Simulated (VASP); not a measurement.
# SrTiO3 (P4/mmm) in VASP: single point with r2SCAN

Aim: the single point of SrTiO3 with r2SCAN.

Everything below comes from runs of VASP 6.6.1. Logs are shortened: lines on timing, memory, paths and dates and some standing lists are left out, and cuts for length are marked.

## (1) The cell of the first run

Symmetry: P4/mmm, No. 123, tetragonal system. The conventional cell has a = 3.790 Å, b = 3.790 Å, c = 3.986 Å, α = 90.00°, β = 90.00°, γ = 90.00°. Within 3.5 Å of Sr (site symmetry 4/mmm) lie 12 O at 2.68 to 2.75 Å and 8 Ti at 3.34 Å. Within 2.5 Å of Ti (site symmetry 4/mmm) lie 6 O at 1.89 to 1.99 Å. O (site symmetry 4/mmm) has 2 Ti at 1.99 Å and 4 Sr at 2.68 Å and 8 O at 2.75 Å within 2.8 Å. Within 2.5 Å of O (site symmetry mmm) lie 2 Ti at 1.89 Å.

## (2) Single point, r2SCAN, non-collinear spin, zero start, spin-orbit coupling (epitaxial xy strain -3.0%)

Input file POSCAR:

```
SrTiO3
1.0
    3.7896459565      0.0000000000      0.0000000000
    0.0000000000      3.7896459565      0.0000000000
    0.0000000000      0.0000000000      3.9858217011
Sr Ti O
1 1 3
Direct
    0.0000000000      0.0000000000      0.0000000000
    0.5000000000      0.5000000000      0.5000000000
    0.5000000000      0.5000000000      0.0000000000
    0.5000000000      0.0000000000      0.5000000000
    0.0000000000      0.5000000000      0.5000000000
```

Input file INCAR.step1:

```
PREC = Accurate ; ENCUT = 520
ISMEAR = 0 ; SIGMA = 0.01
LREAL = F ; LASPH = T
NELM = 150 ; LNONCOLLINEAR = T
MAGMOM = 0 0 0 0 0 0 0 0 0 0 0 0 0 0 0 ; LSORBIT = T
GGA_COMPAT = F ; LMAXMIX = 4
NBANDS = 55 ; GGA = PE
ALGO = Normal ; EDIFF = 1E-4
LWAVE = T ; LCHARG = F
```

Input file INCAR.step2:

```
PREC = Accurate ; ENCUT = 520
EDIFF = 1E-7 ; ISMEAR = 0
SIGMA = 0.01 ; LREAL = F
LASPH = T ; NELM = 150
ALGO = Normal ; ISIF = 2
LWAVE = F ; LCHARG = T
LNONCOLLINEAR = T ; MAGMOM = 0 0 0 0 0 0 0 0 0 0 0 0 0 0 0
LORBIT = 11 ; LSORBIT = T
GGA_COMPAT = F ; LORBMOM = T
LMAXMIX = 4 ; METAGGA = R2SCAN
LMIXTAU = T ; LVHAR = T
NBANDS = 55 ; ISTART = 1
```

Input file KPOINTS:

```
Automatic mesh
0
Gamma
  6 6 6
```

Potentials or basis: VASP PAW PBE potentials, release 64 (Sr_sv, Ti_sv, O).

Launch:

```sh
> cat potpaw_PBE.64/Sr_sv/POTCAR potpaw_PBE.64/Ti_sv/POTCAR potpaw_PBE.64/O/POTCAR > POTCAR
> cp INCAR.step1 INCAR
> mpirun -np 1 vasp_ncl > vasp.out
> cp INCAR.step2 INCAR
> mpirun -np 1 vasp_ncl > vasp.out
```

OUTCAR:

```text
PREC = Accurate
   ENCUT = 520
   EDIFF = 1E-7
   ISMEAR = 0
   LREAL = F
   LASPH = T
   NELM = 150
   ISIF = 2
   LNONCOLLINEAR = T
   LORBIT = 11
   LSORBIT = T
   METAGGA = R2SCAN
   ISTART = 1

 ion  position               nearest neighbor table
   1  0.000  0.000  0.000-   3 2.68   3 2.68   3 2.68   3 2.68   5 2.75   4 2.75   5 2.75   5 2.75
                             5 2.75   4 2.75   4 2.75   4 2.75   2 3.34   2 3.34   2 3.34   2 3.34
   2  0.500  0.500  0.500-   4 1.89   5 1.89   4 1.89   5 1.89   3 1.99   3 1.99   1 3.34   1 3.34
                             1 3.34   1 3.34   1 3.34   1 3.34   1 3.34   1 3.34
   3  0.500  0.500  0.000-   2 1.99   2 1.99   1 2.68   1 2.68   1 2.68   1 2.68
   4  0.500  0.000  0.500-   2 1.89   2 1.89   1 2.75   1 2.75   1 2.75   1 2.75
   5  0.000  0.500  0.500-   2 1.89   2 1.89   1 2.75   1 2.75   1 2.75   1 2.75

  LATTYP: Found a simple tetragonal cell.
 ALAT       =     3.7896459565
 C/A-ratio  =     1.0517662459

  Lattice vectors:

 A1 = (   3.7896459565,   0.0000000000,   0.0000000000)
 A2 = (   0.0000000000,   3.7896459565,   0.0000000000)
 A3 = (   0.0000000000,   0.0000000000,   3.9858217011)

Analysis of symmetry for initial positions (statically):
=====================================================================
 Subroutine PRICEL returns:
 Original cell was already a primitive cell.

 Routine SETGRP: Setting up the symmetry group for a
 simple tetragonal supercell.

 Subroutine GETGRP returns: Found 16 space group operations
 (whereof 16 operations were pure point group operations)
 out of a pool of 16 trial point group operations.

The static configuration has the point symmetry D_4h.

Analysis of symmetry for dynamics (positions and initial velocities):
=====================================================================
 Subroutine PRICEL returns:
 Original cell was already a primitive cell.

 Routine SETGRP: Setting up the symmetry group for a
 simple tetragonal supercell.

 Subroutine GETGRP returns: Found 16 space group operations
 (whereof 16 operations were pure point group operations)
 out of a pool of 16 trial point group operations.

The dynamic configuration has the point symmetry D_4h.

Analysis of structural, dynamic, and magnetic symmetry:
=====================================================================
 Subroutine PRICEL returns:
 Original cell was already a primitive cell.

 Routine SETGRP: Setting up the symmetry group for a
 simple tetragonal supercell.

 Subroutine GETGRP returns: Found 16 space group operations
 (whereof 16 operations were pure point group operations)
 out of a pool of 16 trial point group operations.

The overall configuration has the point symmetry D_4h.

 Subroutine INISYM returns: Found 16 space group operations
 (whereof 16 operations are pure point group operations),
 and found     1 'primitive' translations

----------------------------------------------------------------------------------------

                                     Primitive cell

  volume of cell :      57.2420

  direct lattice vectors                    reciprocal lattice vectors
     3.789645956  0.000000000  0.000000000     0.263876893  0.000000000  0.000000000
     0.000000000  3.789645956  0.000000000     0.000000000  0.263876893  0.000000000
     0.000000000  0.000000000  3.985821701     0.000000000  0.000000000  0.250889296

  length of vectors
     3.789645956  3.789645956  3.985821701     0.263876893  0.263876893  0.250889296

  position of ions in fractional coordinates (direct lattice)
     0.000000000  0.000000000  0.000000000
     0.500000000  0.500000000  0.500000000
     0.500000000  0.500000000  0.000000000
     0.500000000  0.000000000  0.500000000
     0.000000000  0.500000000  0.500000000

  ion indices of the primitive-cell ions
   primitive index   ion index
                 1           1
                 2           2
                 3           3
                 4           4
                 5           5

[... 125 lines left out ...]
 cond. band min:       6.5054069229   @ k =   0.0000   0.0000   0.0000
 fundamental gap:      2.2406049768
 Fermi energy:         4.4567477553

 k-point     1 :       0.0000    0.0000    0.0000
  band No.  band energies     occupation
      1     -54.3008      1.00000
      2     -54.3008      1.00000
      3     -29.9661      1.00000
      4     -29.9661      1.00000
      5     -29.5642      1.00000
      6     -29.5642      1.00000
[... 1309 lines left out ...]
     51      12.9216      0.00000
     52      12.9216      0.00000

 [... further k-points ...]

 [bands above 52 left out]

------------------------ aborting loop because EDIFF is reached ----------------------------------------

  FORCE on cell =-STRESS in cart. coord.  units (eV):
  Direction    XX          YY          ZZ          XY          YZ          ZX
  --------------------------------------------------------------------------------------
  -------------------------------------------------------------------------------------
  Total        5.4000709      5.4000709      0.3044970      0.0000000     -0.0000000      0.0000000
  in kB      151.1453872    151.1453872      8.5227258      0.0000000     -0.0000000      0.0000000
  external PRESSURE =     103.6045000 kB  Pullay stress =       0.0000000 kB

 VOLUME and BASIS-vectors are now :
 -----------------------------------------------------------------------------
  energy-cutoff  :      520.00
  volume of cell :       57.24
      direct lattice vectors                 reciprocal lattice vectors
     3.789645956  0.000000000  0.000000000     0.263876893  0.000000000  0.000000000
     0.000000000  3.789645956  0.000000000     0.000000000  0.263876893  0.000000000
     0.000000000  0.000000000  3.985821701     0.000000000  0.000000000  0.250889296

 POSITION                                       TOTAL-FORCE (eV/Angst)
 -----------------------------------------------------------------------------------
      0.00000      0.00000      0.00000         0.000000      0.000000      0.000000
      1.89482      1.89482      1.99291         0.000000      0.000000      0.000000
      1.89482      1.89482      0.00000         0.000000      0.000000      0.000000
      1.89482      0.00000      1.99291         0.000000      0.000000      0.000000
      0.00000      1.89482      1.99291         0.000000      0.000000      0.000000
 -----------------------------------------------------------------------------------
    total drift:                                0.000000      0.000000      0.000000

  FREE ENERGIE OF THE ION-ELECTRON SYSTEM (eV)
  ---------------------------------------------------
  free  energy   TOTEN  =       -63.2479511595 eV

  energy  without entropy=      -63.2479511595  energy(sigma->0) =      -63.24795116

 orbital moment (x)

 # of ion     p       d       tot
 ----------------------------------------
  1        -0.000  -0.000  -0.000
  2        -0.000  -0.000  -0.000
  3         0.000   0.000   0.000
  4         0.000   0.000   0.000
  5        -0.000   0.000  -0.000
 ----------------------------------------
           -0.000  -0.000  -0.000

 orbital moment (y)

 # of ion     p       d       tot
 ----------------------------------------
  1         0.000   0.000   0.000
  2        -0.000   0.000   0.000
  3        -0.000   0.000  -0.000
  4         0.000   0.000   0.000
  5        -0.000   0.000  -0.000
 ----------------------------------------
           -0.000   0.000   0.000

 orbital moment (z)

 # of ion     p       d       tot
 ----------------------------------------
  1         0.000   0.000   0.000
  2         0.000   0.000   0.000
  3        -0.000   0.000  -0.000
  4         0.000   0.000   0.000
  5        -0.000   0.000  -0.000
 ----------------------------------------
           -0.000   0.000  -0.000

 Spin-Orbit-Coupling matrix elements

 Ion:    1  E_soc:     -0.1616789
 l=   1
     0.0000000    -0.0269200    -0.0269440
    -0.0269200     0.0000000    -0.0269200
    -0.0269440    -0.0269200     0.0000000
 l=   2
     0.0000000    -0.0000044     0.0000000    -0.0000044    -0.0000154
    -0.0000044     0.0000000    -0.0000107    -0.0000038    -0.0000032
     0.0000000    -0.0000107     0.0000000    -0.0000107     0.0000000
    -0.0000044    -0.0000038    -0.0000107     0.0000000    -0.0000032
    -0.0000154    -0.0000032     0.0000000    -0.0000032     0.0000000
 l=   3
     0.0000000     0.0000000     0.0000000     0.0000000     0.0000000     0.0000000     0.0000000
     0.0000000     0.0000000     0.0000000     0.0000000     0.0000000     0.0000000     0.0000000
     0.0000000     0.0000000     0.0000000     0.0000000     0.0000000     0.0000000     0.0000000
     0.0000000     0.0000000     0.0000000     0.0000000     0.0000000     0.0000000     0.0000000
[... 69 lines left out ...]
 l=   2
     0.0000000     0.0000000     0.0000000     0.0000000     0.0000000
     0.0000000     0.0000000     0.0000000     0.0000000     0.0000000
     0.0000000     0.0000000     0.0000000     0.0000000     0.0000000
     0.0000000     0.0000000     0.0000000     0.0000000     0.0000000
     0.0000000     0.0000000     0.0000000     0.0000000     0.0000000
 l=   3
     0.0000000     0.0000000     0.0000000     0.0000000     0.0000000     0.0000000     0.0000000
     0.0000000     0.0000000     0.0000000     0.0000000     0.0000000     0.0000000     0.0000000
     0.0000000     0.0000000     0.0000000     0.0000000     0.0000000     0.0000000     0.0000000
     0.0000000     0.0000000     0.0000000     0.0000000     0.0000000     0.0000000     0.0000000
     0.0000000     0.0000000     0.0000000     0.0000000     0.0000000     0.0000000     0.0000000
     0.0000000     0.0000000     0.0000000     0.0000000     0.0000000     0.0000000     0.0000000
     0.0000000     0.0000000     0.0000000     0.0000000     0.0000000     0.0000000     0.0000000

 total charge

# of ion       s       p       d       tot
------------------------------------------
    1        2.000   5.910   0.203   8.113
    2        2.240   6.356   1.750  10.346
    3        1.564   3.527   0.000   5.092
    4        1.574   3.556   0.000   5.130
    5        1.574   3.556   0.000   5.130
--------------------------------------------------
tot          8.954  22.904   1.953  33.811

 magnetization (x)

# of ion       s       p       d       tot
------------------------------------------
    1       -0.000   0.000   0.000  -0.000
    2        0.000   0.000   0.000   0.000
    3        0.000   0.000   0.000   0.000
    4        0.000   0.000   0.000   0.000
    5        0.000  -0.000   0.000  -0.000
--------------------------------------------------
tot         -0.000  -0.000   0.000  -0.000

 magnetization (y)

# of ion       s       p       d       tot
------------------------------------------
    1       -0.000   0.000  -0.000  -0.000
    2        0.000   0.000   0.000   0.000
    3       -0.000   0.000   0.000  -0.000
    4       -0.000   0.000   0.000  -0.000
    5       -0.000   0.000   0.000  -0.000
--------------------------------------------------
tot         -0.000   0.000  -0.000  -0.000

 magnetization (z)

# of ion       s       p       d       tot
------------------------------------------
    1       -0.000   0.000  -0.000  -0.000
    2       -0.000   0.000  -0.000  -0.000
    3        0.000   0.000   0.000   0.000
    4       -0.000   0.000   0.000   0.000
    5       -0.000  -0.000   0.000  -0.000
--------------------------------------------------
tot         -0.000   0.000  -0.000  -0.000
```

Run time: 12 min. Hardware: 1 thread of Intel Xeon 6975P-C (Granite Rapids), shared host; peak memory 0.43 GiB.

What came out:

| Item | Value |
| --- | --- |
| Free energy | -63.2480 eV |
| Pressure | 10.4 GPa |
| Net moment | 0.00 μB per cell |
| Valence electrons inside the program's atomic spheres | Sr 8.11; Ti 10.35; O 5.09, 5.13 (each value once) |

Moments on the atoms (μB; x, y, z):
```
Sr  0.00 0.00 0.00
Ti  0.00 0.00 0.00
O   0.00 0.00 0.00
O   0.00 0.00 0.00
O   0.00 0.00 0.00
```

Caveat: the cell differs from its parent crystal (epitaxial xy strain -3.0%); the stress differs along the axes, from 1 to 15 GPa; the PAW data sets were made with another functional, which shifts forces and pressure a little.
